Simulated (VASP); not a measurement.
Set up this calculation in VASP 6.6.1, as the native input.

* Task: single point
* Functional: PBE
* Potentials or basis: VASP PAW PBE potentials, release 64 (Si, Ti_sv)
* Cutoff: 520 eV
* k mesh: 2 × 2 × 2
* Occupations: gaussian, width 0.02 eV
* Spin: no spin polarisation
* Dipole correction: no
* Further INCAR settings: LREAL = Auto; ALGO = Normal; EDIFF = 1e-07; NBANDS = 52

The structure of TiSi16 (a cell with a defect) lies in POSCAR:

```
TiSi16
1.0
    0.0000000000      5.4300000000      5.4300000000
    5.4300000000      0.0000000000      5.4300000000
    5.4300000000      5.4300000000      0.0000000000
Si Ti
16 1
Direct
    0.0032299263     -0.0022814917     -0.0021945672
    0.1250255985      0.1221394107      0.1222058932
    0.0023257827      0.0056081031      0.4949184162
    0.1248607735      0.1244736648      0.6271898711
    0.0024053407      0.4948410681      0.0055985267
    0.1248817680      0.6271097606      0.1245139963
    0.0027072744      0.4979453959      0.4979767035
    0.1352953039      0.6227772560      0.6228332413
    0.4989600368      0.0017416206      0.0016883978
    0.6327276243      0.1215843462      0.1216767956
    0.4986024862      0.0059418969      0.4939816759
    0.6212197053      0.1405749540      0.6173432781
    0.4986104972      0.4938731123      0.0059593002
    0.6213000000      0.6172992634      0.1404449355
    0.4973420810      0.5035755985      0.5033892265
    0.6201712707      0.6228880295      0.6229937385
    0.7486628913      0.7518336096      0.7517835175
```

One way to write it, as run:

INCAR

```
SYSTEM = TiSi16
PREC = Accurate
ENCUT = 520
EDIFF = 1E-7
ISMEAR = 0
SIGMA = 0.02
LREAL = Auto
LASPH = .True.
NELM = 60
ALGO = Normal
ISIF = 2
LWAVE = .False.
LCHARG = .False.
GGA = PE
NBANDS = 52
```

KPOINTS

```
regular mesh
0
Gamma
  2 2 2
  0 0 0
```

Potentials or basis: VASP PAW PBE potentials, release 64 (Si, Ti_sv).

Command:

```console
$ cat potpaw_PBE.64/Si/POTCAR potpaw_PBE.64/Ti_sv/POTCAR > POTCAR
$ mpirun -np 1 vasp_std > vasp.out
```

It gave:

| Property | Result |
| --- | --- |
| Pressure | 4.0 GPa |
| Largest force | 0.017 eV/Å |
| Band gap on the k mesh | zero (bands 38 and 39 overlap by 0.40 eV) |

Caveat: the k points lie up to 0.50 Å⁻¹ apart.

Wall time 2.6 min on 1 thread of AMD EPYC 9R45 96-Core Processor (Zen 5) (shared host), peak memory 0.47 GiB.
